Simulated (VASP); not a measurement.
Here is a VASP 6.6.1 calculation.

INCAR

```
SYSTEM = Sn
PREC = Accurate ; ENCUT = 520
EDIFF = 1E-6 ; ISMEAR = -1
SIGMA = 0.1 ; LREAL = .FALSE.
LASPH = .TRUE. ; NELM = 100
ALGO = Normal ; ISIF = 2
LWAVE = .FALSE. ; LCHARG = .TRUE.
LELF = .TRUE. ; LVHAR = .TRUE.
NBANDS = 21
```

File KPOINTS:

```
Automatic mesh
0
G
  3 3 2
  0 0 0
```

Contents of POSCAR:

```
Sn
1.0
   -2.8994216605      2.9008009606      1.5581694818
    2.9008009606     -2.8994216605      1.5581694818
    2.8985835788      2.8985835788     -1.5556411493
Sn
2
Direct
    0.0000164062      0.9999835938      0.0000000000
    0.7499835938      0.2500164062      0.5000000000
```

Potentials or basis: VASP PAW LDA potentials, release 64 (Sn_d).

Run with:

```console
$ cat potpaw_LDA.64/Sn_d/POTCAR > POTCAR
$ mpirun -np 1 vasp_std > vasp.out
```

Q: Predict the band gap on the k mesh.

A: Zero (bands 14 and 15 overlap by 2.30 eV).

Q: Estimate the largest force.

A: 0.284 eV/Å.

Q: What does it give for the pressure?

A: -1.0 GPa.

Stress tensor (GPa, compression positive):
```
-4.05  3.75 -1.17
 3.75 -4.05 -1.17
-1.17 -1.17  5.19
```

Caveat: the k points lie up to 0.77 Å⁻¹ apart, too coarse for converged energies and pressures of a metal; spin-orbit coupling is left out, which moves the levels of the heavy elements.
